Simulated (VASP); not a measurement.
# Pt (Im-3m) in VASP: phonons with r2SCAN

Aim: the phonons of Pt with r2SCAN.

Everything below comes from runs of VASP 6.6.1. Logs are shortened: lines on timing, memory, paths and dates and some standing lists are left out, and cuts for length are marked.

**1. The cell of the first run**

The structure is cubic, space group Im-3m (No. 229). Conventional cell: a = 3.139 Å, b = 3.139 Å, c = 3.139 Å, α = 90.00°, β = 90.00°, γ = 90.00°. Pt (site symmetry m-3m) has 14 Pt at 2.72 to 3.14 Å within 3.6 Å.

This isn't the form of Pt at room conditions, which is fcc.

**2. Phonons, r2SCAN**

INCAR

```
PREC = Accurate
ENCUT = 520
EDIFF = 1E-8
ISMEAR = 0
SIGMA = 0.15
LREAL = F
LASPH = T
NELM = 60
ALGO = Normal
ISIF = 2
LWAVE = F
LCHARG = T
METAGGA = R2SCAN
LMIXTAU = T
IBRION = 6
NFREE = 2
POTIM = 0.015
NSW = 1
```

KPOINTS

```
regular mesh
0
Gamma
  20 20 20
```

POSCAR

```
Pt
1.0
    0.0000000000     -3.1389727827      0.0000000000
   -3.1389727827      0.0000000000      0.0000000000
    0.0000000000      0.0000000000     -3.1389727827
Pt
2
Direct
    0.5000000000      0.5000000000      0.5000000000
    0.0000000000      0.0000000000      0.0000000000
```

Potentials or basis: VASP PAW PBE potentials, release 64 (Pt).

On the command line:

```sh
$ cat potpaw_PBE.64/Pt/POTCAR > POTCAR
$ mpirun -np 1 vasp_std > vasp.out
```

OUTCAR:

```text
PREC = Accurate
   ENCUT = 520
   EDIFF = 1E-8
   ISMEAR = 0
   LREAL = F
   LASPH = T
   NELM = 60
   ISIF = 2
   METAGGA = R2SCAN
   IBRION = 6
   NFREE = 2
   POTIM = 0.015
   NSW = 1

 ion  position               nearest neighbor table
   1  0.500  0.500  0.500-   2 2.72   2 2.72   2 2.72   2 2.72   2 2.72   2 2.72   2 2.72   2 2.72

   2  0.000  0.000  0.000-   1 2.72   1 2.72   1 2.72   1 2.72   1 2.72   1 2.72   1 2.72   1 2.72

  LATTYP: Found a simple cubic cell.
 ALAT       =     3.1389727827

  Lattice vectors:

 A1 = (   0.0000000000,  -3.1389727827,   0.0000000000)
 A2 = (  -3.1389727827,   0.0000000000,   0.0000000000)
 A3 = (   0.0000000000,   0.0000000000,  -3.1389727827)

Analysis of symmetry for initial positions (statically):
=====================================================================
 Subroutine PRICEL returns following result:

  LATTYP: Found a body centered cubic cell.
 ALAT       =     3.1389727827

  Lattice vectors:

 A1 = (  -1.5694863914,  -1.5694863913,   1.5694863913)
 A2 = (  -1.5694863913,   1.5694863913,  -1.5694863913)
 A3 = (   1.5694863913,  -1.5694863913,  -1.5694863914)

   2 primitive cells build up your supercell.

 Routine SETGRP: Setting up the symmetry group for a
 simple cubic supercell.

 Subroutine GETGRP returns: Found 48 space group operations
 (whereof 48 operations were pure point group operations)
 out of a pool of 48 trial point group operations.

The static configuration has the point symmetry O_h .

Analysis of symmetry for dynamics (positions and initial velocities):
=====================================================================
 Subroutine PRICEL returns following result:

  LATTYP: Found a body centered cubic cell.
 ALAT       =     3.1389727827

  Lattice vectors:

 A1 = (  -1.5694863914,  -1.5694863913,   1.5694863913)
 A2 = (  -1.5694863913,   1.5694863913,  -1.5694863913)
 A3 = (   1.5694863913,  -1.5694863913,  -1.5694863914)

   2 primitive cells build up your supercell.

 Routine SETGRP: Setting up the symmetry group for a
 simple cubic supercell.

 Subroutine GETGRP returns: Found 48 space group operations
 (whereof 48 operations were pure point group operations)
 out of a pool of 48 trial point group operations.

The dynamic configuration has the point symmetry O_h .

 Subroutine INISYM returns: Found 48 space group operations
 (whereof 48 operations are pure point group operations),
 and found     2 'primitive' translations

----------------------------------------------------------------------------------------

                                     Primitive cell

  volume of cell :      15.4644

  direct lattice vectors                    reciprocal lattice vectors
    -1.569486391 -1.569486391  1.569486391    -0.318575556 -0.318575556  0.000000000
    -1.569486391  1.569486391 -1.569486391    -0.318575556  0.000000000 -0.318575556
     1.569486391 -1.569486391 -1.569486391     0.000000000 -0.318575556 -0.318575556

  length of vectors
     2.718430172  2.718430172  2.718430172     0.450533872  0.450533872  0.450533872

  position of ions in fractional coordinates (direct lattice)
     0.000000000  1.000000000  0.000000000

  ion indices of the primitive-cell ions
   primitive index   ion index
                 1           1

----------------------------------------------------------------------------------------

 KPOINTS: regular mesh

Automatic generation of k-mesh.
 Grid dimensions read from file:
 generate k-points for:   20   20   20
[... 80 lines left out ...]
   EFERMI_NEDOS =   21; number of points for ismear=-14 and -15
   IALGO  =     38    algorithm
   IMIX   =      4    mixing-type and parameters
     AMIX     =   0.40;   BMIX     =  1.00
     AMIX_MAG =   1.60;   BMIX_MAG =  1.00
  volume/ion in A,a.u.               =      15.46       104.36
  Fermi-wavevector in a.u.,A,eV,Ry     =   1.415676  2.675240 27.267970  2.004139
  Thomas-Fermi vector in A             =   2.537090
   LORBIT       =      0    0 simple, 1 ext, 2 COOP (PROOUT), +10 PAW based schemes
   METAGGA = R2SCAN    functional components
   LHFCALC =     F    Hartree Fock is set to
   AEXX    =    0.0000 exact exchange contribution
   IVDW    =     0    specifies the selected vdW correction
   LEPSILON=     F    determine dielectric tensor
   LRPA    =     F    only Hartree local field effects (RPA)
 finite differences with symmetry
 non-spin polarized calculation
 Gauss-broadening in eV      SIGMA  =   0.15
  energy-cutoff  :      520.00
  volume of cell :       30.93
 maximum number of plane-waves:       860
 NGX is ok and might be reduce to    24
   NGX = 11   NGY = 11   NGZ = 11

--------------------------------------- Ionic step        1  -------------------------------------------

 number of electron      20.0000005 magnetization

 Free energy of the ion-electron system (eV)
  ---------------------------------------------------
  ext. energy  EPLUGINS =         0.00000000
  ---------------------------------------------------
  free energy    TOTEN  =      -102.82698122 eV

  energy without entropy =     -102.80648974  energy(sigma->0) =     -102.81673548

------------------------ aborting loop because EDIFF is reached ----------------------------------------

  FORCE on cell =-STRESS in cart. coord.  units (eV):
  Direction    XX          YY          ZZ          XY          YZ          ZX
  --------------------------------------------------------------------------------------
  -------------------------------------------------------------------------------------
  Total        0.1595169      0.1595169      0.1595169     -0.0000000     -0.0000000     -0.0000000
  in kB        8.2633209      8.2633209      8.2633209     -0.0000000     -0.0000000     -0.0000000
  external PRESSURE =       8.2633209 kB  Pullay stress =       0.0000000 kB
[... 59 lines left out ...]
--------------------------------------- Ionic step        3  -------------------------------------------

 number of electron      20.0000004 magnetization

 Free energy of the ion-electron system (eV)
  ---------------------------------------------------
  ext. energy  EPLUGINS =         0.00000000
  ---------------------------------------------------
  free energy    TOTEN  =      -102.82613053 eV

  energy without entropy =     -102.80565296  energy(sigma->0) =     -102.81589174

 E-fermi :  10.3530     XC(G=0): -14.4280

 val. band max:       10.3502883987   @ k =   0.3500   0.0500   0.3500
 cond. band min:      10.3575930938   @ k =   0.1000   0.0500   0.3000
 fundamental gap:      0.0073046952
 Fermi energy:        10.3530187463

 k-point     1 :       0.0000    0.0000    0.0000
  band No.  band energies     occupation
      1       0.3747      2.00000
      2       3.8129      2.00000
      3       3.8141      2.00000
      4       6.6126      2.00000
      5       6.6142      2.00000
      6       6.6142      2.00000
      7       9.1943      2.00000
      8       9.1965      2.00000
      9      10.9249      0.00000
     10      10.9249      0.00000
     11      10.9267      0.00000
     12      18.5096      0.00000
     13      18.5096      0.00000
     14      18.5121      0.00000
[... 377 lines left out ...]
      1       1.4095      2.00000
      2       4.3124      2.00000
      3       4.4738      2.00000
      4       6.3405      2.00000
      5       6.6149      2.00000
      6       7.3547      2.00000
      7       8.6280      2.00000
      8       9.0882      2.00000
      9       9.3463      2.00000
     10       9.3823      2.00000
     11      10.8335      0.00001
     12      15.6829      0.00000
     13      19.3929      0.00000
     14      21.0428      0.00000

 [... further k-points ...]

------------------------ aborting loop because EDIFF is reached ----------------------------------------

  FORCE on cell =-STRESS in cart. coord.  units (eV):
  Direction    XX          YY          ZZ          XY          YZ          ZX
  --------------------------------------------------------------------------------------
  -------------------------------------------------------------------------------------
  Total        0.1617025      0.1652369      0.1652369      0.0000000     -0.0000000      0.0000000
  in kB        8.3765415      8.5596275      8.5596275      0.0000000     -0.0000000      0.0000000
  external PRESSURE =       8.4985988 kB  Pullay stress =       0.0000000 kB
[... 17 lines left out ...]
  FREE ENERGIE OF THE ION-ELECTRON SYSTEM (eV)
  ---------------------------------------------------
  free  energy   TOTEN  =      -102.8261305267 eV

  energy  without entropy=     -102.8056529615  energy(sigma->0) =     -102.81589174

 INTERNAL STRAIN TENSORS FROM DISPLACED ATOMS
 ============================================

 INTERNAL STRAIN TENSOR FOR ION    1 for displacements in x,y,z  (eV/Angst):
          X           Y           Z          XY          YZ          ZX
  --------------------------------------------------------------------------------
  x     0.00000     0.00000     0.00000     0.00000     0.00000     0.00000
  y     0.00000     0.00000     0.00000     0.00000     0.00000     0.00000
  z     0.00000     0.00000     0.00000     0.00000     0.00000     0.00000

 INTERNAL STRAIN TENSOR FOR ION    2 for displacements in x,y,z  (eV/Angst):
          X           Y           Z          XY          YZ          ZX
  --------------------------------------------------------------------------------
  x     0.00000     0.00000     0.00000     0.00000     0.00000     0.00000
  y     0.00000     0.00000     0.00000     0.00000     0.00000     0.00000
  z     0.00000     0.00000     0.00000     0.00000     0.00000     0.00000

 Eigenvectors and eigenvalues of the dynamical matrix
 ----------------------------------------------------

   1 f  =    4.354306 THz    27.358913 2PiTHz  145.244022 cm-1    18.007956 meV
             X         Y         Z           dx          dy          dz
     -1.569486 -1.569486 -1.569486     0.693873    0.136163    0.000000
      0.000000  0.000000  0.000000    -0.693873   -0.136163    0.000000
[... 16 lines left out ...]
   5 f  =    0.000000 THz     0.000000 2PiTHz    0.000000 cm-1     0.000000 meV
             X         Y         Z           dx          dy          dz
     -1.569486 -1.569486 -1.569486     0.000000    0.000000    0.707107
      0.000000  0.000000  0.000000    -0.000000    0.000000    0.707107

   6 f/i=    0.000000 THz     0.000000 2PiTHz    0.000002 cm-1     0.000000 meV
             X         Y         Z           dx          dy          dz
     -1.569486 -1.569486 -1.569486    -0.145851    0.691901    0.000000
      0.000000  0.000000  0.000000    -0.145851    0.691901    0.000000

 ELASTIC MODULI CONTR FROM IONIC RELAXATION (kBar)
 Direction    XX          YY          ZZ          XY          YZ          ZX
 --------------------------------------------------------------------------------
 XX           0.0000      0.0000      0.0000      0.0000      0.0000      0.0000
 YY           0.0000      0.0000      0.0000      0.0000      0.0000      0.0000
 ZZ           0.0000      0.0000      0.0000      0.0000      0.0000      0.0000
 XY           0.0000      0.0000      0.0000      0.0000      0.0000      0.0000
 YZ           0.0000      0.0000      0.0000      0.0000      0.0000      0.0000
 ZX           0.0000      0.0000      0.0000      0.0000      0.0000      0.0000
 --------------------------------------------------------------------------------
```

Wall time 45 min (1 thread of Oxide Virtual Turin-like, shared host); peak memory 0.51 GiB.

What came out:

```
Highest phonon frequency at Γ : 145 cm⁻¹
```

Phonon frequencies in cm⁻¹ (negative: imaginary):
| q point | frequencies |
| --- | --- |
| (0.000, 0.000, 0.000) | 0 0 0 145 145 145 |

Caveat: the PAW data sets were made with another functional, which shifts forces and pressure a little; spin-orbit coupling is left out, which moves the levels of the heavy elements.
